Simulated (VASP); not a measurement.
A run of VASP 6.6.1 is set up as follows.

The input INCAR:

```
SYSTEM = SnO2
PREC = Accurate
ENCUT = 520
EDIFF = 1E-6
ISMEAR = 0
SIGMA = 0.05
LREAL = .False.
LASPH = .True.
NELM = 80
ALGO = Normal
ISIF = 2
LWAVE = .False.
LCHARG = .True.
LELF = .True.
LVHAR = .True.
NBANDS = 35
```

The input KPOINTS:

```
Automatic mesh
0
Gamma
  10 10 10
  0 0 0
```

The input POSCAR:

```
SnO2
1.0
   -2.0655575580      2.0655575580      4.8865610787
    2.0655575580     -2.0655575580      4.8865610787
    2.0655575580      2.0655575580     -4.8865610787
Sn O
2 4
Direct
    0.7500000000      0.2500000000      0.5000000000
    0.0000000000      0.0000000000      0.0000000000
    0.7969975834      0.7969975834      0.0000000000
    0.9530024166      0.4530024166      0.5000000000
    0.2030024166      0.2030024166      0.0000000000
    0.5469975834      0.0469975834      0.5000000000
```

Potentials or basis: VASP PAW LDA potentials, release 64 (Sn_d, O).

Run with:

```sh
$ cat potpaw_LDA.64/Sn_d/POTCAR potpaw_LDA.64/O/POTCAR > POTCAR
$ mpirun -np 1 vasp_std > vasp.out
```

(1) Predict the largest force.

(2) Predict the pressure.

(3) Predict the band gap on the k mesh.

Answers

(1) 0.859 eV/Å.

(2) -1.9 GPa.

(3) 1.74 eV (least direct gap 2.15 eV).

Caveat: the cell differs from its parent crystal (strain +0.040 along x and y, -0.040 along z); spin-orbit coupling is left out, which moves the levels of the heavy elements.
